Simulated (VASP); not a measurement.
# NiO (Fm-3m) in VASP: further runs, part 2 of 2

VASP 6.6.1. The steps go on from the part before.

## Step 4: Single point, PBEsol+U, collinear spin, ferromagnetic start

File INCAR:

```
SYSTEM = NiO
PREC = Accurate
ENCUT = 700
EDIFF = 1E-6
ISMEAR = 0
SIGMA = 0.05
LREAL = .False.
LASPH = .True.
NELM = 200
ALGO = Normal
ISIF = 2
LWAVE = .False.
LCHARG = .False.
ISPIN = 2
MAGMOM = 1.9 0
LORBIT = 11
LMAXMIX = 4
LDAU = .True.
LDAUTYPE = 2
LDAUL = 2 -1
LDAUU = 7.2 0
LDAUJ = 0 0
LDAUPRINT = 1
GGA = PS
NBANDS = 23
GGA_COMPAT = .False.
```

File KPOINTS:

```
Automatic mesh
0
Gamma
  10 10 10
  0 0 0
```

File POSCAR:

```
NiO
1.0
    0.0000000000      2.0913095126      2.0913095126
    2.0913095126      0.0000000000      2.0913095126
    2.0913095126      2.0913095126      0.0000000000
Ni O
1 1
Direct
    0.0000000000      0.0000000000      0.0000000000
    0.5000000000      0.5000000000      0.5000000000
```

Potentials or basis: VASP PAW PBE potentials, release 64 (Ni_sv_GW, O).

Run with:

```
$ cat potpaw_PBE.64/Ni_sv_GW/POTCAR potpaw_PBE.64/O/POTCAR > POTCAR
$ mpirun -np 1 vasp_std > vasp.out
```

OUTCAR:

```text
SYSTEM = NiO
   PREC = Accurate
   ENCUT = 700
   EDIFF = 1E-6
   ISMEAR = 0
   LREAL = .False.
   LASPH = .True.
   NELM = 200
   ISIF = 2
   ISPIN = 2
   LORBIT = 11
   GGA = PS

 ion  position               nearest neighbor table
   1  0.000  0.000  0.000-   2 2.09   2 2.09   2 2.09   2 2.09   2 2.09   2 2.09
   2  0.500  0.500  0.500-   1 2.09   1 2.09   1 2.09   1 2.09   1 2.09   1 2.09

  LATTYP: Found a face centered cubic cell.
 ALAT       =     4.1826190252

  Lattice vectors:

 A1 = (   0.0000000000,   2.0913095126,   2.0913095126)
 A2 = (   2.0913095126,   0.0000000000,   2.0913095126)
 A3 = (   2.0913095126,   2.0913095126,   0.0000000000)

Analysis of symmetry for initial positions (statically):
=====================================================================
 Subroutine PRICEL returns:
 Original cell was already a primitive cell.

 Routine SETGRP: Setting up the symmetry group for a
 face centered cubic supercell.

 Subroutine GETGRP returns: Found 48 space group operations
 (whereof 48 operations were pure point group operations)
 out of a pool of 48 trial point group operations.

The static configuration has the point symmetry O_h .

Analysis of symmetry for dynamics (positions and initial velocities):
=====================================================================
 Subroutine PRICEL returns:
 Original cell was already a primitive cell.

 Routine SETGRP: Setting up the symmetry group for a
 face centered cubic supercell.

 Subroutine GETGRP returns: Found 48 space group operations
[... 190 lines left out ...]
  o =  0.9702  v =  0.0000  0.0000 -0.9571 -0.0000 -0.2897  0.0000  0.0000  0.0000  0.0000  0.0000      0.0000  0.0000  0.0000  0.0000  0.0000  0.0000  0.0000  0.0000  0.0000  0.0000
  o =  0.9702  v =  0.0000 -0.0000  0.2897 -0.0000 -0.9571  0.0000  0.0000  0.0000  0.0000  0.0000      0.0000  0.0000  0.0000  0.0000  0.0000  0.0000  0.0000  0.0000  0.0000  0.0000

 number of electron      24.0000000 magnetization       2.0000082

 Free energy of the ion-electron system (eV)
  ---------------------------------------------------
  ext. energy  EPLUGINS =         0.00000000
  ---------------------------------------------------
  free energy    TOTEN  =       -10.69439626 eV

  energy without entropy =      -10.69439626  energy(sigma->0) =      -10.69439626

 E-fermi :   6.3304     XC(G=0): -13.2496

 val. band max:        6.0023621114   @ k =   0.5000   0.0000   0.0000
 cond. band min:       8.3201644911   @ k =   0.0000   0.0000   0.0000
 fundamental gap:      2.3178023797
 Fermi energy:         6.3304393018

 spin component 1

 k-point     1 :       0.0000    0.0000    0.0000
  band No.  band energies     occupation
      1     -97.5953      1.00000
      2     -58.1172      1.00000
      3     -58.1172      1.00000
      4     -58.1172      1.00000
      5     -13.0469      1.00000
      6       0.0632      1.00000
[... 1241 lines left out ...]
     22      39.0609      0.00000
     23      39.1127      0.00000

 [... further k-points ...]

------------------------ aborting loop because EDIFF is reached ----------------------------------------

  FORCE on cell =-STRESS in cart. coord.  units (eV):
  Direction    XX          YY          ZZ          XY          YZ          ZX
  --------------------------------------------------------------------------------------
  -------------------------------------------------------------------------------------
  Total        0.0467603      0.0467603      0.0467603      0.0000000      0.0000000      0.0000000
  in kB        4.0954614      4.0954614      4.0954614      0.0000000      0.0000000      0.0000000
  external PRESSURE =       4.0954614 kB  Pullay stress =       0.0000000 kB

 VOLUME and BASIS-vectors are now :
 -----------------------------------------------------------------------------
  energy-cutoff  :      700.00
  volume of cell :       18.29
      direct lattice vectors                 reciprocal lattice vectors
     0.000000000  2.091309513  2.091309513    -0.239084649  0.239084649  0.239084649
     2.091309513  0.000000000  2.091309513     0.239084649 -0.239084649  0.239084649
     2.091309513  2.091309513  0.000000000     0.239084649  0.239084649 -0.239084649

 POSITION                                       TOTAL-FORCE (eV/Angst)
 -----------------------------------------------------------------------------------
      0.00000      0.00000      0.00000         0.000000     -0.000000     -0.000000
      2.09131      2.09131      2.09131        -0.000000      0.000000      0.000000
 -----------------------------------------------------------------------------------
    total drift:                               -0.000000      0.000000      0.000000

  FREE ENERGIE OF THE ION-ELECTRON SYSTEM (eV)
  ---------------------------------------------------
  free  energy   TOTEN  =       -10.6943962592 eV

  energy  without entropy=      -10.6943962592  energy(sigma->0) =      -10.69439626

 total charge

# of ion       s       p       d       f       tot
--------------------------------------------------
    1        2.163   6.234   7.709   0.010  16.117
    2        1.537   3.480   0.000   0.000   5.018
--------------------------------------------------
tot          3.701   9.715   7.709   0.010  21.134

 magnetization (x)

# of ion       s       p       d       f       tot
--------------------------------------------------
    1        0.010   0.013   1.778   0.001   1.802
    2        0.022   0.141   0.000   0.000   0.163
--------------------------------------------------
tot          0.031   0.153   1.778   0.001   1.964
```

OSZICAR:

```text
N       E                     dE             d eps       ncg     rms          rms(c)
DAV:   1     0.272865964090E+03    0.27287E+03   -0.14603E+04  6573   0.419E+03
DAV:   2     0.178424491606E+01   -0.27108E+03   -0.25750E+03  7020   0.933E+02
DAV:   3    -0.114484230815E+02   -0.13233E+02   -0.13172E+02  6647   0.215E+02
DAV:   4    -0.116475299854E+02   -0.19911E+00   -0.19909E+00  6053   0.142E+01
DAV:   5    -0.116530688707E+02   -0.55389E-02   -0.55388E-02  5668   0.223E+00    0.144E+01
DAV:   6    -0.106191912200E+02    0.10339E+01   -0.30707E+01  7392   0.315E+02    0.924E+00
DAV:   7    -0.102693717496E+02    0.34982E+00   -0.56407E+00  6507   0.173E+02    0.339E+00
DAV:   8    -0.106045101445E+02   -0.33514E+00   -0.39696E-01  7329   0.236E+01    0.160E+00
DAV:   9    -0.106696453644E+02   -0.65135E-01   -0.18780E-01  7818   0.313E+01    0.732E-01
DAV:  10    -0.106932360921E+02   -0.23591E-01   -0.39485E-02  7374   0.718E+00    0.204E-01
DAV:  11    -0.106942224061E+02   -0.98631E-03   -0.11132E-03  7193   0.955E-01    0.856E-02
DAV:  12    -0.106942619453E+02   -0.39539E-04   -0.29287E-04  6877   0.548E-01    0.553E-02
DAV:  13    -0.106943910855E+02   -0.12914E-03   -0.45196E-05  7311   0.467E-01    0.119E-02
DAV:  14    -0.106943961339E+02   -0.50483E-05   -0.94962E-06  6061   0.143E-01    0.302E-03
DAV:  15    -0.106943962592E+02   -0.12539E-06   -0.43181E-07  2826   0.338E-02
   1 F= -.10694396E+02 E0= -.10694396E+02  d E =-.226115E-22  mag=     2.0000
```

stdout:

```text
POSCAR found type information on POSCAR NiO
 POSCAR found :  2 types and       2 ions
 scaLAPACK will be used
 -----------------------------------------------------------------------------
|                                                                             |
|                                                                             |
|     You enforced a specific xc type in the INCAR file but a different       |
|     I HOPE YOU KNOW WHAT YOU ARE DOING!                                     |
|                                                                             |
 -----------------------------------------------------------------------------

 LDA part: xc-table for (Slater+PW92), standard interpolation
 POSCAR, INCAR and KPOINTS ok, starting setup
 FFT: planning ... GRIDC
 FFT: planning ... GRID_SOFT
 FFT: planning ... GRID
 WAVECAR not read
 entering main loop
```

It took 66 s on 1 thread of Intel Xeon Platinum 8488C (Sapphire Rapids), shared host; peak memory 0.22 GiB.

What came out:

```
Free energy                                           : -10.6944 eV
Pressure                                              : 0.4 GPa
Band gap on the k mesh                                : 2.32 eV (least direct gap 3.64 eV)
Net moment                                            : 2.00 μB per cell
Site moments                                          : Ni +1.80; O +0.16 μB
Valence electrons inside the program's atomic spheres : Ni 16.12; O 5.02
```

Eigenvalues of the final occupation matrices:
| site | spin | trace | eigenvalues |
| --- | --- | --- | --- |
| site 1 d | 1 | 4.76 | 0.94 0.94 0.94 0.97 0.97 |
| site 1 d | 2 | 2.98 | 0.09 0.09 0.93 0.93 0.93 |

Caveat: the PAW data sets were made with another functional, which shifts forces and pressure a little; a cell with one magnetic atom can't hold antiferromagnetic order, which such compounds often take.
